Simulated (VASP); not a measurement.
# Pd (P6_3/mmc) in VASP: further runs, part 2 of 2

VASP 6.6.1. Earlier steps stand in the parts before.

### 4 Single point, RPBE (volume scaled by 0.92)

The input, INCAR:

```
PREC = Accurate
ENCUT = 520
EDIFF = 1E-6
ISMEAR = -1
SIGMA = 0.1
LREAL = False
LASPH = True
NELM = 80
ALGO = Normal
ISIF = 2
LWAVE = False
LCHARG = False
GGA = RP
NBANDS = 28
```

The input, KPOINTS:

```
Automatic mesh
0
Gamma
  14 14 4
```

The input, POSCAR:

```
Pd
1.0
    2.7334534674      0.0000000000      0.0000000000
   -1.3667267337      2.3672401428      0.0000000000
    0.0000000000      0.0000000000      9.0079521205
Pd
4
Direct
    0.0000000000      0.0000000000      0.0000000000
    0.0000000000      0.0000000000      0.5000000000
    0.3333333333      0.6666666667      0.2500000000
    0.6666666667      0.3333333333      0.7500000000
```

Potentials or basis: VASP PAW PBE potentials, release 64 (Pd).

The run is started by

```sh
> cat potpaw_PBE.64/Pd/POTCAR > POTCAR
> mpirun -np 1 vasp_std > vasp.out
```

OUTCAR:

```text
PREC = Accurate
   ENCUT = 520
   EDIFF = 1E-6
   ISMEAR = -1
   LREAL = False
   LASPH = True
   NELM = 80
   ISIF = 2
   GGA = RP

 ion  position               nearest neighbor table
   1  0.000  0.000  0.000-   3 2.75   4 2.75   3 2.75   4 2.75   4 2.75   3 2.75
   2  0.000  0.000  0.500-   3 2.75   4 2.75   3 2.75   4 2.75   4 2.75   3 2.75
   3  0.333  0.667  0.250-   1 2.75   2 2.75   1 2.75   2 2.75   1 2.75   2 2.75
   4  0.667  0.333  0.750-   1 2.75   2 2.75   1 2.75   2 2.75   1 2.75   2 2.75

  LATTYP: Found a hexagonal cell.
 ALAT       =     2.7334534674
 C/A-ratio  =     3.2954473994

  Lattice vectors:

 A1 = (   2.7334534674,   0.0000000000,   0.0000000000)
 A2 = (  -1.3667267337,   2.3672401428,   0.0000000000)
 A3 = (   0.0000000000,   0.0000000000,   9.0079521205)

Analysis of symmetry for initial positions (statically):
=====================================================================
 Subroutine PRICEL returns:
 Original cell was already a primitive cell.

 Routine SETGRP: Setting up the symmetry group for a
 hexagonal supercell.

 Subroutine GETGRP returns: Found 24 space group operations
 (whereof 12 operations were pure point group operations)
 out of a pool of 24 trial point group operations.

The static configuration has the point symmetry D_3d.
 The point group associated with its full space group is D_6h.

Analysis of symmetry for dynamics (positions and initial velocities):
=====================================================================
 Subroutine PRICEL returns:
 Original cell was already a primitive cell.

 Routine SETGRP: Setting up the symmetry group for a
 hexagonal supercell.

 Subroutine GETGRP returns: Found 24 space group operations
 (whereof 12 operations were pure point group operations)
 out of a pool of 24 trial point group operations.

The dynamic configuration has the point symmetry D_3d.
 The point group associated with its full space group is D_6h.

[... 114 lines left out ...]
   NUPDOWN=      -1.0000    fix difference up-down
   EMIN   =  10.00;   EMAX   =-10.00  energy-range for DOS
   EFERMI =   0.00;   METHOD = LEGACY
   ISMEAR =    -1;   SIGMA  =   0.10  broadening in eV -4-tet -1-fermi 0-gaus
   EFERMI_NEDOS =   21; number of points for ismear=-14 and -15
   IALGO  =     38    algorithm
   IMIX   =      4    mixing-type and parameters
     AMIX     =   0.40;   BMIX     =  1.00
     AMIX_MAG =   1.60;   BMIX_MAG =  1.00
  volume/ion in A,a.u.               =      14.57        98.34
  Fermi-wavevector in a.u.,A,eV,Ry     =   1.444003  2.728770 28.370121  2.085145
  Thomas-Fermi vector in A             =   2.562347
   LORBIT       =      0    0 simple, 1 ext, 2 COOP (PROOUT), +10 PAW based schemes
   GGA     = RP    functional components
   LHFCALC =     F    Hartree Fock is set to
   AEXX    =    0.0000 exact exchange contribution
   IVDW    =     0    specifies the selected vdW correction
   LEPSILON=     F    determine dielectric tensor
   LRPA    =     F    only Hartree local field effects (RPA)
 non-spin polarized calculation
  energy-cutoff  :      520.00
  volume of cell :       58.29
 maximum number of plane-waves:      1592
   NGX = 11   NGY = 11   NGZ = 33

 number of electron      40.0000000 magnetization

 Free energy of the ion-electron system (eV)
  ---------------------------------------------------
  ext. energy  EPLUGINS =         0.00000000
  ---------------------------------------------------
  free energy    TOTEN  =       -18.38994782 eV

  energy without entropy =      -18.12354642  energy(sigma->0) =      -18.25674712

 E-fermi :  10.1194     XC(G=0): -13.1575

 val. band max:       10.1186550277   @ k =   0.2857   0.1429   0.0000
 cond. band min:      10.1204829693   @ k =   0.5000   0.0000   0.5000
 fundamental gap:      0.0018279416
 Fermi energy:        10.1193600691

 k-point     1 :       0.0000    0.0000    0.0000
  band No.  band energies     occupation
      1       2.9032      2.00000
      2       4.5637      2.00000
      3       4.5726      2.00000
      4       4.7178      2.00000
      5       7.1510      2.00000
      6       7.1541      2.00000
[... 733 lines left out ...]
     27      18.9520      0.00000
     28      20.1297      0.00000

 [... further k-points ...]
[... 5 lines left out ...]
  --------------------------------------------------------------------------------------
  -------------------------------------------------------------------------------------
  Total        5.5477677      5.5477677      5.2560633     -0.0000000      0.0000000      0.0000000
  in kB      152.4926025    152.4926025    144.4744648     -0.0000000      0.0000000      0.0000000
  external PRESSURE =     149.8198899 kB  Pullay stress =       0.0000000 kB

 VOLUME and BASIS-vectors are now :
 -----------------------------------------------------------------------------
  energy-cutoff  :      520.00
  volume of cell :       58.29
      direct lattice vectors                 reciprocal lattice vectors
     2.733453467  0.000000000  0.000000000     0.365837579  0.211216425  0.000000000
    -1.366726734  2.367240143  0.000000000     0.000000000  0.422432850  0.000000000
     0.000000000  0.000000000  9.007952121     0.000000000  0.000000000  0.111013023

 POSITION                                       TOTAL-FORCE (eV/Angst)
 -----------------------------------------------------------------------------------
      0.00000      0.00000      0.00000         0.000000      0.000000     -0.000000
      0.00000      0.00000      4.50398         0.000000      0.000000     -0.000000
     -0.00000      1.57816      2.25199         0.000000     -0.000000      0.000000
      1.36673      0.78908      6.75596        -0.000000      0.000000      0.000000
 -----------------------------------------------------------------------------------
    total drift:                                0.000000     -0.000000      0.000000

  FREE ENERGIE OF THE ION-ELECTRON SYSTEM (eV)
  ---------------------------------------------------
  free  energy   TOTEN  =       -18.3899478152 eV

  energy  without entropy=      -18.1235464185  energy(sigma->0) =      -18.25674712
```

stdout:

```text
POSCAR found type information on POSCAR Pd
 POSCAR found :  1 types and       4 ions
 scaLAPACK will be used
 -----------------------------------------------------------------------------
|                                                                             |
|                                                                             |
|     You enforced a specific xc type in the INCAR file but a different       |
|     I HOPE YOU KNOW WHAT YOU ARE DOING!                                     |
|                                                                             |
 -----------------------------------------------------------------------------

 LDA part: xc-table for (Slater+PW92), standard interpolation
 POSCAR, INCAR and KPOINTS ok, starting setup
 FFT: planning ... GRIDC
 FFT: planning ... GRID_SOFT
 FFT: planning ... GRID
 WAVECAR not read
 entering main loop
```

It took 57 s on 1 thread of Intel Xeon 6975P-C, shared host; peak memory 0.23 GiB.

Results:

```
Free energy            : -18.3899 eV
Pressure               : 15.0 GPa
Band gap on the k mesh : zero (band 20 reaches 10.31 eV, above the bottom of band 21 at 9.36 eV)
```

Stress tensor (GPa, compression positive):
```
15.25  0.00  0.00
 0.00 15.25  0.00
 0.00  0.00 14.45
```

Levels at points of the mesh, in eV from the Fermi level:
```tsv
k point	band 16	band 17	band 18	band 19	band 20	band 21	band 22	band 23	band 24	band 25
(0.00, 0.00, 0.00)	-1.57	-1.57	-1.11	-1.11	-0.74	-0.74	-0.15	-0.15	0.91	7.29
(0.50, 0.00, 0.00)	-0.01	0.06	0.16	0.18	0.19	1.45	2.43	3.79	4.27	8.05
(0.00, 0.00, 0.50)	-1.35	-1.35	-1.35	-0.96	-0.96	-0.41	-0.41	-0.41	-0.41	9.96
(0.50, 0.00, 0.50)	-0.55	0.00	0.00	0.16	0.16	2.50	2.50	3.92	3.92	8.23
```

Caveat: the PAW data sets were made with another functional, which shifts forces and pressure a little.

### 5 Single point, RPBE (volume scaled by 0.96)

The input, INCAR:

```
  PREC = Accurate
  ENCUT = 520
  EDIFF = 1E-6
  ISMEAR = -1
  SIGMA = 0.1
  LREAL = False
  LASPH = True
  NELM = 60
  ALGO = Normal
  ISIF = 2
  LWAVE = False
  LCHARG = False
  GGA = RP
  NBANDS = 28
```

The input, KPOINTS:

```
regular mesh
0
Gamma
  14 14 4
```

The input, POSCAR:

```
Pd
1.0
    2.7725080791      0.0000000000      0.0000000000
   -1.3862540396      2.4010624287      0.0000000000
    0.0000000000      0.0000000000      9.1366545392
Pd
4
Direct
    0.0000000000      0.0000000000      0.0000000000
    0.0000000000      0.0000000000      0.5000000000
    0.3333333333      0.6666666667      0.2500000000
    0.6666666667      0.3333333333      0.7500000000
```

The run is started by

```sh
> cat potpaw_PBE.64/Pd/POTCAR > POTCAR
> mpirun -np 1 vasp_std > vasp.out
```

Run time: 88 s. Hardware: 1 thread of Intel Xeon 6975P-C, shared host; peak memory 0.24 GiB.

It converged, with:

* Free energy: -18.5574 eV
* Pressure: 6.4 GPa
* Band gap on the k mesh: zero (band 20 reaches 9.58 eV, above the bottom of band 21 at 8.70 eV)

Stress tensor (GPa, compression positive):
```
6.61 0.00 0.00
0.00 6.61 0.00
0.00 0.00 5.95
```

Levels at points of the mesh, in eV from the Fermi level:
```
           k point  band 17  band 18  band 19  band 20  band 21  band 22  band 23  band 24
(0.00, 0.00, 0.00)    -1.47    -1.03    -1.03    -0.70    -0.70    -0.15    -0.15     1.01
(0.50, 0.00, 0.00)     0.05     0.14     0.16     0.17     1.51     2.46     3.67     4.14
(0.00, 0.00, 0.50)    -1.26    -1.26    -0.83    -0.83    -0.38    -0.38    -0.38    -0.38
(0.50, 0.00, 0.50)    -0.01    -0.01     0.14     0.14     2.46     2.46     3.83     3.83
```

Caveat: the PAW data sets were made with another functional, which shifts forces and pressure a little.

### 6 The runs side by side

```csv
cell,k mesh,gap on the mesh (eV),pressure (GPa)
"a = 2.810, b = 2.810, c = 9.262 Å, angles 90.0, 90.0, 120.0°, 4 atoms",13 × 13 × 4,none,-0.2
"a = 2.693, b = 2.693, c = 8.875 Å, angles 90.0, 90.0, 120.0°, 4 atoms",14 × 14 × 4,none,26.2
"a = 2.733, b = 2.733, c = 9.008 Å, angles 90.0, 90.0, 120.0°, 4 atoms",14 × 14 × 4,none,15.0
"a = 2.773, b = 2.773, c = 9.137 Å, angles 90.0, 90.0, 120.0°, 4 atoms",14 × 14 × 4,none,6.4
```

Alike in all rows: task single point; level RPBE; potentials or basis VASP PAW PBE potentials, release 64 (Pd); no spin polarisation; cutoff (eV) 520; smearing fermi-dirac 0.1 eV.

Caveats: the PAW data sets were made with another functional, which shifts forces and pressure a little.

Absolute energies hang on the potentials; compare differences alone.
